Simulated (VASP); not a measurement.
# MoSe2 (P6_3/mmc) in VASP: single point with LDA

Aim: the single point of MoSe2 with LDA.

All numbers are computed with VASP 6.6.1; they aren't measurements. Logs are shortened: lines on timing, memory, paths and dates and some standing lists are left out, and cuts for length are marked.

## Step 1: The cell of the first run

The structure is hexagonal, space group P6_3/mmc (No. 194). The conventional cell has a = 3.315 Å, b = 3.315 Å, c = 16.961 Å, α = 90.00°, β = 90.00°, γ = 120.00°. Mo (site symmetry -6m2) has 6 Se at 2.54 Å and 6 Mo at 3.31 Å within 3.4 Å. Within 3.4 Å of Se (site symmetry 3m) lie 3 Mo at 2.54 Å and 7 Se at 3.31 to 3.34 Å.

## Step 2: Single point, LDA, non-collinear spin, typed start, spin-orbit coupling

INCAR reads:

```
SYSTEM = MoSe2
PREC     = Accurate       ! precision mode
ENCUT    = 500            ! plane-wave cutoff, eV
EDIFF    = 1E-6           ! SCF threshold, eV
ISMEAR   = -5             ! smearing method
SIGMA    = 0.1            ! smearing width, eV
LREAL    = .False.        ! projectors in reciprocal space
LASPH    = .True.         ! aspherical terms in the spheres
NELM     = 200            ! most SCF steps
ALGO     = Normal         ! electronic algorithm
ISIF     = 2              ! what is computed and relaxed
LWAVE    = .False.        ! write WAVECAR
LCHARG   = .False.        ! write CHGCAR
MAGMOM   = 0 0 2 0 0 2 0 0 0 0 0 0 0 0 0 0 0 0 ! initial moments
LORBIT   = 11             ! projections on sites
LSORBIT  = .True.         ! spin-orbit coupling
GGA_COMPAT= .False.      
LORBMOM  = .True.       
LMAXMIX  = 4              ! l up to which the mixer works
NBANDS   = 68             ! bands
KPAR     = 4
```

KPOINTS reads:

```
regular mesh
0
Gamma
  8 8 2
  0 0 0
```

POSCAR reads:

```
MoSe2
1.0
    3.3147566404      0.0000000000      0.0000000000
   -1.6573783202      2.8706634579      0.0000000000
    0.0000000000      0.0000000000     16.9611278432
Mo Se
2 4
Direct
    0.3333333333      0.6666666667      0.2500000000
    0.6666666667      0.3333333333      0.7500000000
    0.3333333333      0.6666666667      0.6515408902
    0.6666666667      0.3333333333      0.1515408902
    0.3333333333      0.6666666667      0.8484591098
    0.6666666667      0.3333333333      0.3484591098
```

Potentials or basis: VASP PAW LDA potentials, release 64 (Mo_sv, Se).

Launch:

```bash
cat potpaw_LDA.64/Mo_sv/POTCAR potpaw_LDA.64/Se/POTCAR > POTCAR
mpirun -np 4 vasp_ncl > vasp.out
```

OUTCAR:

```text
SYSTEM = MoSe2
   PREC = Accurate
   ENCUT = 500
   EDIFF = 1E-6
   ISMEAR = -5
   LREAL = .False.
   LASPH = .True.
   NELM = 200
   ISIF = 2
   LORBIT = 11
   LSORBIT = .True.

 ion  position               nearest neighbor table
   1  0.333  0.667  0.250-   4 2.54   6 2.54   4 2.54   6 2.54   4 2.54   6 2.54
   2  0.667  0.333  0.750-   3 2.54   5 2.54   3 2.54   5 2.54   3 2.54   5 2.54
   3  0.333  0.667  0.652-   2 2.54   2 2.54   2 2.54
   4  0.667  0.333  0.152-   1 2.54   1 2.54   1 2.54
   5  0.333  0.667  0.848-   2 2.54   2 2.54   2 2.54
   6  0.667  0.333  0.348-   1 2.54   1 2.54   1 2.54

  LATTYP: Found a hexagonal cell.
 ALAT       =     3.3147566404
 C/A-ratio  =     5.1168546241

  Lattice vectors:

 A1 = (   3.3147566404,   0.0000000000,   0.0000000000)
 A2 = (  -1.6573783202,   2.8706634579,   0.0000000000)
 A3 = (   0.0000000000,   0.0000000000,  16.9611278432)

Analysis of symmetry for initial positions (statically):
=====================================================================
 Subroutine PRICEL returns:
 Original cell was already a primitive cell.

 Routine SETGRP: Setting up the symmetry group for a
 hexagonal supercell.

 Subroutine GETGRP returns: Found 24 space group operations
 (whereof 12 operations were pure point group operations)
 out of a pool of 24 trial point group operations.

The static configuration has the point symmetry D_3d.
 The point group associated with its full space group is D_6h.

Analysis of symmetry for dynamics (positions and initial velocities):
=====================================================================
 Subroutine PRICEL returns:
 Original cell was already a primitive cell.

 Routine SETGRP: Setting up the symmetry group for a
 hexagonal supercell.

 Subroutine GETGRP returns: Found 24 space group operations
 (whereof 12 operations were pure point group operations)
 out of a pool of 24 trial point group operations.

The dynamic configuration has the point symmetry D_3d.
 The point group associated with its full space group is D_6h.

Analysis of structural, dynamic, and magnetic symmetry:
=====================================================================
 Subroutine PRICEL returns:
 Original cell was already a primitive cell.

 Routine SETGRP: Setting up the symmetry group for a
 hexagonal supercell.

 Subroutine GETGRP returns: Found 12 space group operations
 (whereof  6 operations were pure point group operations)
 out of a pool of 24 trial point group operations.

The overall configuration has the point symmetry S_6 .
[... 1815 lines left out ...]
 ----------------------------------------
  1         0.000  -0.000  -0.000
  2         0.000  -0.000  -0.000
  3         0.000  -0.000   0.000
  4        -0.000  -0.000  -0.000
  5        -0.000  -0.000  -0.000
  6        -0.000   0.000  -0.000
 ----------------------------------------
           -0.000  -0.000  -0.000

 orbital moment (y)

 # of ion     p       d       tot
 ----------------------------------------
  1        -0.000   0.000   0.000
  2        -0.000   0.000   0.000
  3        -0.000  -0.000  -0.000
  4         0.000   0.000   0.000
  5         0.000   0.000   0.000
  6        -0.000  -0.000  -0.000
 ----------------------------------------
            0.000   0.000   0.000

 orbital moment (z)

 # of ion     p       d       tot
 ----------------------------------------
  1         0.000   0.000   0.000
  2         0.000   0.000   0.000
  3         0.000  -0.000   0.000
  4         0.000  -0.000   0.000
  5         0.000  -0.000   0.000
  6         0.000  -0.000   0.000
 ----------------------------------------
            0.000   0.000   0.000

 Spin-Orbit-Coupling matrix elements

 Ion:    1  E_soc:     -0.2055503
 l=   1
     0.0000000    -0.0310529    -0.0310523
    -0.0310529     0.0000000    -0.0310529
    -0.0310523    -0.0310529     0.0000000
 l=   2
     0.0000000    -0.0005558     0.0000000    -0.0005558    -0.0030358
    -0.0005558     0.0000000    -0.0019214    -0.0005152    -0.0005558
     0.0000000    -0.0019214     0.0000000    -0.0019214     0.0000000
    -0.0005558    -0.0005152    -0.0019214     0.0000000    -0.0005558
    -0.0030358    -0.0005558     0.0000000    -0.0005558     0.0000000
 l=   3
     0.0000000     0.0000000     0.0000000     0.0000000     0.0000000     0.0000000     0.0000000
     0.0000000     0.0000000     0.0000000     0.0000000     0.0000000     0.0000000     0.0000000
     0.0000000     0.0000000     0.0000000     0.0000000     0.0000000     0.0000000     0.0000000
     0.0000000     0.0000000     0.0000000     0.0000000     0.0000000     0.0000000     0.0000000
[... 89 lines left out ...]
 l=   2
     0.0000000     0.0000007     0.0000000     0.0000007    -0.0000055
     0.0000007     0.0000000    -0.0000009     0.0000071     0.0000007
     0.0000000    -0.0000009     0.0000000    -0.0000009     0.0000000
     0.0000007     0.0000071    -0.0000009     0.0000000     0.0000007
    -0.0000055     0.0000007     0.0000000     0.0000007     0.0000000
 l=   3
     0.0000000     0.0000000     0.0000000     0.0000000     0.0000000     0.0000000     0.0000000
     0.0000000     0.0000000     0.0000000     0.0000000     0.0000000     0.0000000     0.0000000
     0.0000000     0.0000000     0.0000000     0.0000000     0.0000000     0.0000000     0.0000000
     0.0000000     0.0000000     0.0000000     0.0000000     0.0000000     0.0000000     0.0000000
     0.0000000     0.0000000     0.0000000     0.0000000     0.0000000     0.0000000     0.0000000
     0.0000000     0.0000000     0.0000000     0.0000000     0.0000000     0.0000000     0.0000000
     0.0000000     0.0000000     0.0000000     0.0000000     0.0000000     0.0000000     0.0000000

 total charge

# of ion       s       p       d       tot
------------------------------------------
    1        2.273   6.182   3.941  12.395
    2        2.273   6.182   3.941  12.395
    3        1.481   2.321   0.060   3.862
    4        1.481   2.321   0.060   3.862
    5        1.481   2.321   0.060   3.862
    6        1.481   2.321   0.060   3.862
--------------------------------------------------
tot         10.469  21.649   8.121  40.240

 magnetization (x)

# of ion       s       p       d       tot
------------------------------------------
    1        0.000   0.000  -0.000   0.000
    2        0.000   0.000   0.000   0.000
    3        0.000   0.000  -0.000   0.000
    4       -0.000   0.000   0.000  -0.000
    5       -0.000   0.000   0.000  -0.000
    6        0.000   0.000  -0.000   0.000
--------------------------------------------------
tot          0.000   0.000   0.000   0.000

 magnetization (y)

# of ion       s       p       d       tot
------------------------------------------
    1        0.000   0.000   0.000   0.000
    2        0.000   0.000   0.000   0.000
    3       -0.000  -0.000   0.000  -0.000
    4        0.000   0.000   0.000   0.000
    5        0.000   0.000   0.000   0.000
    6       -0.000  -0.000   0.000  -0.000
--------------------------------------------------
tot          0.000   0.000   0.000   0.000

 magnetization (z)

# of ion       s       p       d       tot
------------------------------------------
    1       -0.000  -0.000  -0.000  -0.000
    2       -0.000  -0.000  -0.000  -0.000
    3       -0.000   0.000  -0.000   0.000
    4       -0.000   0.000  -0.000   0.000
    5       -0.000   0.000  -0.000   0.000
    6       -0.000   0.000  -0.000   0.000
--------------------------------------------------
tot         -0.000   0.000  -0.000  -0.000
```

OSZICAR:

```text
N       E                     dE             d eps       ncg     rms          rms(c)
DAV:   1     0.451600152698E+03    0.45160E+03   -0.26878E+04  3792   0.133E+03
DAV:   2    -0.147086904662E+02   -0.46631E+03   -0.44935E+03  3904   0.348E+02
DAV:   3    -0.455700932489E+02   -0.30861E+02   -0.30118E+02  3912   0.780E+01
[... 11 lines left out ...]
DAV:  15    -0.452196335034E+02   -0.14324E-04   -0.14720E-05  3756   0.206E-02    0.128E-02
DAV:  16    -0.452196362041E+02   -0.27007E-05   -0.83251E-06  3404   0.121E-02    0.792E-03
DAV:  17    -0.452196398389E+02   -0.36349E-05   -0.84214E-06  3212   0.957E-03    0.475E-03
DAV:  18    -0.452196414902E+02   -0.16512E-05   -0.12874E-06  2620   0.434E-03    0.171E-03
DAV:  19    -0.452196417771E+02   -0.28690E-06   -0.13251E-07  1760   0.187E-03
   1 F= -.45219642E+02 E0= -.45219642E+02  d E =0.000000E+00  mag=     0.0000     0.0000     0.0000
```

stdout:

```text
POSCAR found type information on POSCAR MoSe
 POSCAR found :  2 types and       6 ions
 scaLAPACK will be used
 LDA part: xc-table for (Slater(with rela. corr.)+CA(PZ))
 , standard interpolation
 POSCAR, INCAR and KPOINTS ok, starting setup
 FFT: planning ... GRIDC
 FFT: planning ... GRID_SOFT
 FFT: planning ... GRID
 WAVECAR not read
 entering main loop
```

Run time: 3.6 min. Hardware: 4 MPI ranks of Oxide Virtual Turin-like, shared host; peak memory 0.66 GiB.

Results:

| Quantity | Value |
| --- | --- |
| Free energy | -45.2196 eV |
| Pressure | -4.4 GPa |
| Largest force | 0.555 eV/Å |
| Net moment | 0.00 μB per cell |
| Valence electrons inside the program's atomic spheres | Mo 12.39; Se 3.86 |

Forces in eV/Å, atoms in the order of the input:
```
Mo   0.000  0.000  0.000
Mo   0.000  0.000  0.000
Se   0.000  0.000  0.555
Se   0.000  0.000  0.555
Se   0.000  0.000 -0.555
Se   0.000  0.000 -0.555
```

Moments on the atoms (μB; x, y, z):
```
Mo  0.00 0.00 0.00
Mo  0.00 0.00 0.00
Se  0.00 0.00 0.00
Se  0.00 0.00 0.00
Se  0.00 0.00 0.00
Se  0.00 0.00 0.00
```

Caveat: the cell stands under tension.
